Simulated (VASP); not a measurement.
# Dy3C in VASP: notebook, part 2 of 2

VASP 6.6.1. The steps go on from the part before.

**3. Single point, PBE**

This run uses another cell than the first one, of 24.35 Å³/atom.

Input file INCAR:

```
PREC     = Accurate       # precision mode
ENCUT    = 600            # plane-wave cutoff, eV
EDIFF    = 1E-6           # SCF threshold, eV
ISMEAR   = 0              # smearing method
SIGMA    = 0.2            # smearing width, eV
LREAL    = False          # projectors in reciprocal space
LASPH    = True           # aspherical terms in the spheres
NELM     = 200            # most SCF steps
ALGO     = Normal         # electronic algorithm
ISIF     = 2              # what is computed and relaxed
LWAVE    = False          # write WAVECAR
LCHARG   = True           # write CHGCAR
GGA      = PE             # functional
LELF     = True           # ELF
LVHAR    = True         
NBANDS   = 41             # bands
GGA_COMPAT= False        
LMAXMIX  = 6              # l up to which the mixer works
```

Input file KPOINTS:

```
regular mesh
0
Gamma
  3 3 4
```

Input file POSCAR:

```
Dy3C
1.0
    6.1866586986      0.0000000000      0.0000000000
    0.0000000000      6.1866586986      0.0000000000
    0.0000000000      0.0000000000      5.0904537931
Dy C
6 2
Direct
    0.2378036006      0.2378036006      0.5006368535
    0.7621963994      0.7621963994      0.5006368535
    0.2378036006      0.7621963994      0.4993631465
    0.7621963994      0.2378036006      0.4993631465
    0.5000000000      0.0000000000      0.0000000000
    0.0000000000      0.5000000000      0.0000000000
    0.0000000000      0.0000000000      0.8641402465
    0.0000000000      0.0000000000      0.1358597535
```

Potentials or basis: VASP PAW PBE potentials, release 64 (Dy_3, C), 4f in core.

On the command line:

```
$ cat potpaw_PBE.64/Dy_3/POTCAR potpaw_PBE.64/C/POTCAR > POTCAR
$ mpirun -np 1 vasp_std > vasp.out
```

OUTCAR:

```text
PREC = Accurate
   ENCUT = 600
   EDIFF = 1E-6
   ISMEAR = 0
   LREAL = False
   LASPH = True
   NELM = 200
   ISIF = 2
   GGA = PE

 ion  position               nearest neighbor table
   1  0.238  0.238  0.501-   7 2.78   8 2.79   3 2.94   4 2.94   4 3.24   3 3.24   5 3.36   6 3.36
                             5 3.36   6 3.36
   2  0.762  0.762  0.501-   7 2.78   8 2.79   3 2.94   4 2.94   4 3.24   3 3.24   5 3.36   6 3.36
                             5 3.36   6 3.36
   3  0.238  0.762  0.499-   8 2.78   7 2.79   1 2.94   2 2.94   2 3.24   1 3.24   6 3.36   5 3.36
                             6 3.36   5 3.36
   4  0.762  0.238  0.499-   8 2.78   7 2.79   1 2.94   2 2.94   2 3.24   1 3.24   6 3.36   5 3.36
                             6 3.36   5 3.36
   5  0.500  0.000  0.000-   1 3.36   2 3.36   3 3.36   4 3.36   1 3.36   2 3.36   3 3.36   4 3.36

   6  0.000  0.500  0.000-   1 3.36   2 3.36   3 3.36   4 3.36   1 3.36   2 3.36   3 3.36   4 3.36

   7  0.000  0.000  0.864-   8 1.38   2 2.78   1 2.78   4 2.79   3 2.79
   8  0.000  0.000  0.136-   7 1.38   4 2.78   3 2.78   2 2.79   1 2.79

  LATTYP: Found a simple tetragonal cell.
 ALAT       =     6.1866586986
 C/A-ratio  =     0.8228114789

  Lattice vectors:

 A1 = (   6.1866586986,   0.0000000000,   0.0000000000)
 A2 = (   0.0000000000,   6.1866586986,   0.0000000000)
 A3 = (   0.0000000000,   0.0000000000,   5.0904537931)

Analysis of symmetry for initial positions (statically):
=====================================================================
 Subroutine PRICEL returns:
 Original cell was already a primitive cell.

 Routine SETGRP: Setting up the symmetry group for a
 simple tetragonal supercell.

 Subroutine GETGRP returns: Found  8 space group operations
 (whereof  8 operations were pure point group operations)
 out of a pool of 16 trial point group operations.

The static configuration has the point symmetry D_2d.

Analysis of symmetry for dynamics (positions and initial velocities):
[... 132 lines left out ...]
   GGA     = PE    functional components
   LHFCALC =     F    Hartree Fock is set to
   AEXX    =    0.0000 exact exchange contribution
   IVDW    =     0    specifies the selected vdW correction
   LEPSILON=     F    determine dielectric tensor
   LRPA    =     F    only Hartree local field effects (RPA)
 non-spin polarized calculation
 Gauss-broadening in eV      SIGMA  =   0.20
  energy-cutoff  :      600.00
  volume of cell :      194.84
 maximum number of plane-waves:      6536
 NGX is ok and might be reduce to    50
   NGX = 25   NGY = 25   NGZ = 21

 number of electron      62.0000001 magnetization

 Free energy of the ion-electron system (eV)
  ---------------------------------------------------
  ext. energy  EPLUGINS =         0.00000000
  ---------------------------------------------------
  free energy    TOTEN  =       -41.87585996 eV

  energy without entropy =      -41.72876305  energy(sigma->0) =      -41.80231150

 E-fermi :   3.6668     XC(G=0): -10.1103

 val. band max:        3.6516009782   @ k =   0.3333   0.3333   0.0000
 cond. band min:       3.6849826336   @ k =   0.3333   0.0000   0.0000
 fundamental gap:      0.0333816554
 Fermi energy:         3.6668255281

 k-point     1 :       0.0000    0.0000    0.0000
  band No.  band energies     occupation
      1     -20.3263      2.00000
      2     -20.1950      2.00000
      3     -20.1950      2.00000
      4     -20.1913      2.00000
      5     -20.1579      2.00000
      6     -19.9904      2.00000
[... 385 lines left out ...]
     40       5.7451      0.00000
     41       5.9949      0.00000

------------------------ aborting loop because EDIFF is reached ----------------------------------------

  FORCE on cell =-STRESS in cart. coord.  units (eV):
  Direction    XX          YY          ZZ          XY          YZ          ZX
  --------------------------------------------------------------------------------------
  -------------------------------------------------------------------------------------
  Total        0.6082732      0.6082732      0.9267652      0.0000000      0.0000000      0.0000000
  in kB        5.0019625      5.0019625      7.6209914      0.0000000      0.0000000      0.0000000
  external PRESSURE =       5.8749721 kB  Pullay stress =       0.0000000 kB

 VOLUME and BASIS-vectors are now :
 -----------------------------------------------------------------------------
  energy-cutoff  :      600.00
  volume of cell :      194.84
      direct lattice vectors                 reciprocal lattice vectors
     6.186658699  0.000000000  0.000000000     0.161638139  0.000000000  0.000000000
     0.000000000  6.186658699  0.000000000     0.000000000  0.161638139  0.000000000
     0.000000000  0.000000000  5.090453793     0.000000000  0.000000000  0.196446140

 POSITION                                       TOTAL-FORCE (eV/Angst)
 -----------------------------------------------------------------------------------
      1.47121      1.47121      2.54847         0.013173      0.013173     -0.002590
      4.71545      4.71545      2.54847        -0.013173     -0.013173     -0.002590
      1.47121      4.71545      2.54199         0.013173     -0.013173      0.002590
      4.71545      1.47121      2.54199        -0.013173      0.013173      0.002590
      3.09333      0.00000      0.00000         0.000000      0.000000      0.000000
      0.00000      3.09333      0.00000         0.000000     -0.000000      0.000000
      0.00000      0.00000      4.39887         0.000000     -0.000000     -0.148267
      0.00000      0.00000      0.69159         0.000000     -0.000000      0.148267
 -----------------------------------------------------------------------------------
    total drift:                                0.000000      0.000000      0.000000

  FREE ENERGIE OF THE ION-ELECTRON SYSTEM (eV)
  ---------------------------------------------------
  free  energy   TOTEN  =       -41.8758599554 eV

  energy  without entropy=      -41.7287630532  energy(sigma->0) =      -41.80231150
```

Wall time 1.8 min (1 thread of Intel Xeon Platinum 8488C (Sapphire Rapids), shared host); peak memory 0.33 GiB.

Results:

* Free energy: -41.8759 eV
* Pressure: 0.6 GPa
* Largest force: 0.148 eV/Å
* Band gap on the k mesh: zero (bands 31 and 32 overlap by 0.71 eV)

Forces in eV/Å, atoms in the order of the input:
```
Dy   0.013  0.013 -0.003
Dy  -0.013 -0.013 -0.003
Dy   0.013 -0.013  0.003
Dy  -0.013  0.013  0.003
Dy   0.000  0.000  0.000
Dy   0.000  0.000  0.000
C    0.000  0.000 -0.148
C    0.000  0.000  0.148
```

Stress tensor (GPa, compression positive):
```
0.50 0.00 0.00
0.00 0.50 0.00
0.00 0.00 0.76
```

Caveat: spin-orbit coupling is left out, which moves the levels of the heavy elements; the 4f electrons are frozen in the core, so they carry no moment and show no levels. Spin polarisation is off, so any magnetic state and its effect on volume and gap are missing.

The gap in the log of VASP goes by the Fermi energy; the results here count the filled bands.